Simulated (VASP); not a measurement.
# Sb in VASP: notebook

Sb is run at these levels: PBEsol; tasks: single point.

All numbers are computed with VASP 6.6.1; they aren't measurements. Logs are shortened: lines on timing, memory, paths and dates and some standing lists are left out, and cuts for length are marked.

### Step 1. The cell of the first run

It takes space group R-3m (No. 166, trigonal). Conventional cell: a = 4.279 Å, b = 4.279 Å, c = 11.198 Å, α = 90.00°, β = 90.00°, γ = 120.00°. Sb (site symmetry 3m) has 6 Sb at 2.89 to 3.33 Å within 3.8 Å.

### Step 2. Single point, PBEsol (volume scaled by 0.98)

Input file INCAR:

```
PREC     = Accurate       # precision mode
ENCUT    = 520            # plane-wave cutoff, eV
EDIFF    = 1E-7           # SCF threshold, eV
ISMEAR   = -1             # smearing method
SIGMA    = 0.05           # smearing width, eV
LREAL    = False          # projectors in reciprocal space
LASPH    = True           # aspherical terms in the spheres
NELM     = 60             # most SCF steps
ALGO     = Normal         # electronic algorithm
ISIF     = 2              # what is computed and relaxed
LWAVE    = False          # write WAVECAR
LCHARG   = True           # write CHGCAR
GGA      = PS             # functional
LELF     = True           # ELF
LVHAR    = True         
NBANDS   = 12             # bands
```

Input file KPOINTS:

```
Automatic mesh
0
Gamma
  8 8 8
```

Input file POSCAR:

```
Sb
1.0
    2.1397418462      1.2353805309      3.7327777635
   -2.1397418462      1.2353805309      3.7327777635
    0.0000000000     -2.4707610619      3.7327777635
Sb
2
Direct
    0.7665100000      0.7665100000      0.7665100000
    0.2334900000      0.2334900000      0.2334900000
```

Potentials or basis: VASP PAW PBE potentials, release 64 (Sb).

Run with:

```bash
$ cat potpaw_PBE.64/Sb/POTCAR > POTCAR
$ mpirun -np 1 vasp_std > vasp.out
```

OUTCAR:

```text
PREC = Accurate
   ENCUT = 520
   EDIFF = 1E-7
   ISMEAR = -1
   LREAL = False
   LASPH = True
   NELM = 60
   ISIF = 2
   GGA = PS

 ion  position               nearest neighbor table
   1  0.767  0.767  0.767-   2 2.89   2 2.89   2 2.89   2 3.33   2 3.33   2 3.33
   2  0.233  0.233  0.233-   1 2.89   1 2.89   1 2.89   1 3.33   1 3.33   1 3.33

  LATTYP: Found a trigonal (rhomboedric) cell.
 ALAT       =     4.4764148664
 COS(alpha) =     0.5430253624

  Lattice vectors:

 A1 = (   2.1397418462,   1.2353805309,   3.7327777635)
 A2 = (  -2.1397418462,   1.2353805309,   3.7327777635)
 A3 = (   0.0000000000,  -2.4707610619,   3.7327777635)

Analysis of symmetry for initial positions (statically):
=====================================================================
 Subroutine PRICEL returns:
 Original cell was already a primitive cell.

 Routine SETGRP: Setting up the symmetry group for a
 trigonal (rhombohedral) supercell.

 Subroutine GETGRP returns: Found 12 space group operations
 (whereof 12 operations were pure point group operations)
 out of a pool of 12 trial point group operations.

The static configuration has the point symmetry D_3d.

Analysis of symmetry for dynamics (positions and initial velocities):
=====================================================================
 Subroutine PRICEL returns:
 Original cell was already a primitive cell.

 Routine SETGRP: Setting up the symmetry group for a
 trigonal (rhombohedral) supercell.

 Subroutine GETGRP returns: Found 12 space group operations
 (whereof 12 operations were pure point group operations)
 out of a pool of 12 trial point group operations.

The dynamic configuration has the point symmetry D_3d.

 Subroutine INISYM returns: Found 12 space group operations
 (whereof 12 operations are pure point group operations),
 and found     1 'primitive' translations

----------------------------------------------------------------------------------------

                                     Primitive cell

  volume of cell :      59.2032

  direct lattice vectors                    reciprocal lattice vectors
     2.139741846  1.235380531  3.732777764     0.233673048  0.134911197  0.089299003
    -2.139741846  1.235380531  3.732777764    -0.233673048  0.134911197  0.089299003
     0.000000000 -2.470761062  3.732777764     0.000000000 -0.269822395  0.089299003

  length of vectors
     4.476414866  4.476414866  4.476414866     0.284215476  0.284215476  0.284215476

  position of ions in fractional coordinates (direct lattice)
     0.766510000  0.766510000  0.766510000
     0.233490000  0.233490000  0.233490000

  ion indices of the primitive-cell ions
   primitive index   ion index
                 1           1
                 2           2

----------------------------------------------------------------------------------------

 KPOINTS: Automatic mesh

Automatic generation of k-mesh.
 Grid dimensions read from file:
 generate k-points for:    8    8    8

 Generating k-lattice:

  Cartesian coordinates                     Fractional coordinates (reciprocal lattice)
     0.029209131  0.016863900  0.011162375     0.125000000  0.000000000  0.000000000
    -0.029209131  0.016863900  0.011162375     0.000000000  0.125000000  0.000000000
     0.000000000 -0.033727799  0.011162375     0.000000000  0.000000000  0.125000000

  Length of vectors
     0.035526934  0.035526934  0.035526934

  Shift w.r.t. Gamma in fractional coordinates (k-lattice)
     0.000000000  0.000000000  0.000000000

 Subroutine IBZKPT returns following result:
 ===========================================

 Found     65 irreducible k-points:

 Following reciprocal coordinates:
            Coordinates               Weight
  0.000000  0.000000  0.000000      1.000000
  0.125000 -0.000000  0.000000      6.000000
  0.250000 -0.000000  0.000000      6.000000
  0.375000 -0.000000  0.000000      6.000000
  0.500000 -0.000000  0.000000      3.000000
  0.125000  0.125000  0.000000      6.000000
[... 16 lines left out ...]
  0.250000  0.125000  0.125000      6.000000
  0.375000  0.125000  0.125000      6.000000
 [... further k-points ...]
   k-points           NKPTS =     65   k-points in BZ     NKDIM =     65   number of bands    NBANDS=     12
   number of dos      NEDOS =    301   number of ions     NIONS =      2
   total plane-waves  NPLWV =  46656
   dimension x,y,z NGX =    36 NGY =   36 NGZ =   36
   dimension x,y,z NGXF=    72 NGYF=   72 NGZF=   72
   ions per type =               2
   NGX,Y,Z   is equivalent  to a cutoff of  13.37, 13.37, 13.37 a.u.
   NGXF,Y,Z  is equivalent  to a cutoff of  26.74, 26.74, 26.74 a.u.
 SYSTEM =  unknown system
   PREC   = accura    normal or accurate (medium, high low for compatibility)
   ISTART =      0    job   : 0-new  1-cont  2-samecut
   ICHARG =      2    charge: 1-file 2-atom 10-const
   ISPIN  =      1    spin polarized calculation?
   LNONCOLLINEAR =      F non collinear calculations
   LSORBIT =      F    spin-orbit coupling
   LASPH  =      T    aspherical Exc in radial PAW
   ENCUT  =  520.0 eV  38.22 Ry    6.18 a.u.   8.32  8.32  8.32*2*pi/ulx,y,z
   NELM   =     60;   NELMIN=  2; NELMDL= -5     # of ELM steps
   EDIFF  = 0.1E-06   stopping-criterion for ELM
   LREAL  =      F    real-space projection
   EDIFFG = 0.1E-05   stopping-criterion for IOM
   NSW    =      0    number of steps for IOM
   IBRION =     -1    ionic relax: 0-MD 1-quasi-New 2-CG
   NFREE  =      0    steps in history (QN), initial steepest desc. (CG)
   ISIF   =      2    stress and relaxation
   ISYM   =      2    0-nonsym 1-usesym 2-fastsym
   POTIM  = 0.5000    time-step for ionic-motion
   TEBEG  =    0.0;   TEEND  =   0.0 temperature during run
   PSTRESS=    0.0 pullay stress
   NELECT =      10.0000    total number of electrons
   NUPDOWN=      -1.0000    fix difference up-down
   EMIN   =  10.00;   EMAX   =-10.00  energy-range for DOS
   EFERMI =   0.00;   METHOD = LEGACY
   ISMEAR =    -1;   SIGMA  =   0.05  broadening in eV -4-tet -1-fermi 0-gaus
   EFERMI_NEDOS =   21; number of points for ismear=-14 and -15
   IALGO  =     38    algorithm
   IMIX   =      4    mixing-type and parameters
     AMIX     =   0.40;   BMIX     =  1.00
     AMIX_MAG =   1.60;   BMIX_MAG =  1.00
  volume/ion in A,a.u.               =      29.60       199.76
  Fermi-wavevector in a.u.,A,eV,Ry     =   0.904954  1.710114 11.142370  0.818941
  Thomas-Fermi vector in A             =   2.028463
   LORBIT       =      0    0 simple, 1 ext, 2 COOP (PROOUT), +10 PAW based schemes
   GGA     = PS    functional components
   LHFCALC =     F    Hartree Fock is set to
   AEXX    =    0.0000 exact exchange contribution
   IVDW    =     0    specifies the selected vdW correction
   LEPSILON=     F    determine dielectric tensor
   LRPA    =     F    only Hartree local field effects (RPA)
 non-spin polarized calculation
  energy-cutoff  :      520.00
  volume of cell :       59.20
 maximum number of plane-waves:      1613
 NGX is ok and might be reduce to    36
   NGX = 17   NGY = 17   NGZ = 17

 number of electron      10.0000000 magnetization

 Free energy of the ion-electron system (eV)
  ---------------------------------------------------
  ext. energy  EPLUGINS =         0.00000000
  ---------------------------------------------------
  free energy    TOTEN  =        -9.11296990 eV

  energy without entropy =       -9.11016647  energy(sigma->0) =       -9.11156819

 E-fermi :   7.4684     XC(G=0):  -9.7504

 val. band max:        7.4618892080   @ k =   0.3750   0.1250   0.1250
 cond. band min:       7.5011277639   @ k =   0.5000   0.5000   0.5000
 fundamental gap:      0.0392385559
 Fermi energy:         7.4683557113

 k-point     1 :       0.0000    0.0000    0.0000
  band No.  band energies     occupation
      1      -5.5080      2.00000
      2       2.6906      2.00000
      3       5.2807      2.00000
      4       5.5626      2.00000
      5       5.5626      2.00000
      6       9.4539      0.00000
      7      10.1166      0.00000
      8      10.1166      0.00000
      9      12.4405      0.00000
     10      12.4405      0.00000
     11      12.6112      0.00000
     12      13.8144      0.00000

 k-point     2 :       0.1250   -0.0000    0.0000
  band No.  band energies     occupation
      1      -5.3316      2.00000
      2       1.9105      2.00000
      3       5.3208      2.00000
      4       5.5185      2.00000
      5       5.8630      2.00000
      6       9.3599      0.00000
      7       9.6705      0.00000
      8       9.7131      0.00000
      9      11.8676      0.00000
     10      12.3449      0.00000
     11      12.5293      0.00000
     12      14.9998      0.00000

 k-point     3 :       0.2500   -0.0000    0.0000
  band No.  band energies     occupation
      1      -4.8074      2.00000
      2       0.3815      2.00000
      3       5.3378      2.00000
      4       5.4408      2.00000
      5       6.3218      2.00000
      6       8.6470      0.00000
      7       8.7622      0.00000
      8       8.8569      0.00000
      9      12.2293      0.00000
     10      12.8609      0.00000
     11      13.3837      0.00000
     12      17.2029      0.00000
[... 286 lines left out ...]
 k-point    23 :       0.2500    0.1250    0.1250
  band No.  band energies     occupation
      1      -5.0943      2.00000
      2       1.0564      2.00000
      3       4.5425      2.00000
      4       5.9137      2.00000
      5       6.8706      1.99999
      6       8.5547      0.00000
      7       8.6105      0.00000
      8      10.3738      0.00000
      9      12.1000      0.00000
     10      12.5838      0.00000
     11      13.4128      0.00000
     12      14.8580      0.00000

 k-point    24 :       0.3750    0.1250    0.1250
  band No.  band energies     occupation
      1      -4.4856      2.00000
      2      -0.1800      2.00000
      3       3.9271      2.00000
      4       5.8266      2.00000
      5       7.4619      1.06458
      6       7.6190      0.09378
      7       8.0514      0.00002
      8      10.4700      0.00000
      9      12.3292      0.00000
     10      13.3146      0.00000
     11      14.5592      0.00000
     12      16.3712      0.00000

 [... further k-points ...]

------------------------ aborting loop because EDIFF is reached ----------------------------------------

  FORCE on cell =-STRESS in cart. coord.  units (eV):
  Direction    XX          YY          ZZ          XY          YZ          ZX
  --------------------------------------------------------------------------------------
  -------------------------------------------------------------------------------------
  Total        0.6424888      0.6424888      0.3173484      0.0000000     -0.0000000      0.0000000
  in kB       17.3872400     17.3872400      8.5881839      0.0000000     -0.0000000      0.0000000
  external PRESSURE =      14.4542213 kB  Pullay stress =       0.0000000 kB

 VOLUME and BASIS-vectors are now :
 -----------------------------------------------------------------------------
  energy-cutoff  :      520.00
  volume of cell :       59.20
      direct lattice vectors                 reciprocal lattice vectors
     2.139741846  1.235380531  3.732777764     0.233673048  0.134911197  0.089299003
    -2.139741846  1.235380531  3.732777764    -0.233673048  0.134911197  0.089299003
     0.000000000 -2.470761062  3.732777764     0.000000000 -0.269822395  0.089299003

 POSITION                                       TOTAL-FORCE (eV/Angst)
 -----------------------------------------------------------------------------------
      0.00000     -0.00000      8.58363         0.000000      0.000000     -0.270368
      0.00000     -0.00000      2.61470         0.000000     -0.000000      0.270368
 -----------------------------------------------------------------------------------
    total drift:                                0.000000     -0.000000     -0.000000

  FREE ENERGIE OF THE ION-ELECTRON SYSTEM (eV)
  ---------------------------------------------------
  free  energy   TOTEN  =        -9.1129699028 eV

  energy  without entropy=       -9.1101664673  energy(sigma->0) =       -9.11156819
```

Run time: 1.7 min. Hardware: 1 thread of Intel Xeon 8259CL, shared host; peak memory 0.22 GiB.

What came out:

* Free energy: -9.1130 eV
* Pressure: 1.4 GPa
* Largest force: 0.270 eV/Å
* Band gap on the k mesh: zero (band 5 reaches 7.46 eV, above the bottom of band 6 at 7.15 eV)

Forces on the atoms (eV/Å):
```
Sb   0.000  0.000 -0.270
Sb   0.000  0.000  0.270
```

Caveat: the PAW data sets were made with another functional, which shifts forces and pressure a little; spin-orbit coupling is left out, which moves the levels of the heavy elements.

### Step 3. Single point, PBEsol (atoms moved at random)

Input file INCAR:

```
SYSTEM = Sb
PREC     = Accurate       ! precision mode
ENCUT    = 520            ! plane-wave cutoff, eV
EDIFF    = 1E-6           ! SCF threshold, eV
ISMEAR   = -1             ! smearing method
SIGMA    = 0.05           ! smearing width, eV
LREAL    = .False.        ! projectors in reciprocal space
LASPH    = .True.         ! aspherical terms in the spheres
NELM     = 80             ! most SCF steps
ALGO     = Normal         ! electronic algorithm
ISIF     = 2              ! what is computed and relaxed
LWAVE    = .False.        ! write WAVECAR
LCHARG   = .True.         ! write CHGCAR
GGA      = PS             ! functional
LELF     = .True.         ! ELF
LVHAR    = .True.       
NBANDS   = 12             ! bands
```

Input file KPOINTS:

```
Automatic mesh
0
Gamma
  8 8 8
  0 0 0
```

Input file POSCAR:

```
Sb
1.0
    2.1542000000      1.2437279499      3.7580000000
   -2.1542000000      1.2437279499      3.7580000000
    0.0000000000     -2.4874558998      3.7580000000
Sb
2
Direct
    0.7676430000      0.7550740000      0.7647910000
    0.2500380000      0.2274410000      0.2223170000
```

Potentials or basis: VASP PAW PBE potentials, release 64 (Sb).

Run with:

```bash
$ cat potpaw_PBE.64/Sb/POTCAR > POTCAR
$ mpirun -np 1 vasp_std > vasp.out
```

Run time: 5.4 min. Hardware: 1 thread of Intel Xeon 8259CL, shared host; peak memory 0.31 GiB.

Results (log left out):

```yaml
Free_energy: -9.1187 eV
Pressure: -0.3 GPa
Largest_force: 0.106 eV/Å
Band_gap_on_the_k_mesh: zero (band 5 reaches 7.24 eV, above the bottom of band 6 at 6.81 eV)
```

Forces on the atoms (eV/Å):
```
Sb   0.052  0.091  0.018
Sb  -0.052 -0.091 -0.018
```

Stress tensor (GPa, compression positive):
```
 0.04  0.13 -0.24
 0.13 -0.17 -0.47
-0.24 -0.47 -0.89
```

Levels at points of the mesh, in eV from the Fermi level:
```
           k point  band 2  band 3  band 4  band 5  band 6  band 7  band 8  band 9
(0.00, 0.00, 0.00)   -4.87   -2.16   -1.84   -1.71    2.18    2.57    2.81    4.91
(0.50, 0.00, 0.00)   -9.83   -1.87   -1.80   -0.31   -0.19    0.01    0.31    7.54
(0.00, 0.50, 0.00)   -9.71   -1.84   -1.81   -0.34   -0.28    0.02    0.35    7.49
(0.00, 0.00, 0.50)   -9.54   -1.89   -1.71   -0.47   -0.36    0.11    0.35    7.41
(0.50, 0.50, 0.00)   -7.84   -5.64   -3.80   -3.68    1.45    4.89    5.44    6.81
(0.50, 0.00, 0.50)   -8.00   -5.54   -3.85   -3.65    1.51    4.89    5.36    6.87
(0.00, 0.50, 0.50)   -8.11   -5.46   -3.88   -3.64    1.57    4.87    5.31    6.93
(0.50, 0.50, 0.50)   -9.16   -1.40   -1.09   -0.46   -0.11    0.19    1.00    7.00
```

Caveat: the cell differs from its parent crystal (atoms moved at random); the PAW data sets were made with another functional, which shifts forces and pressure a little; spin-orbit coupling is left out, which moves the levels of the heavy elements.
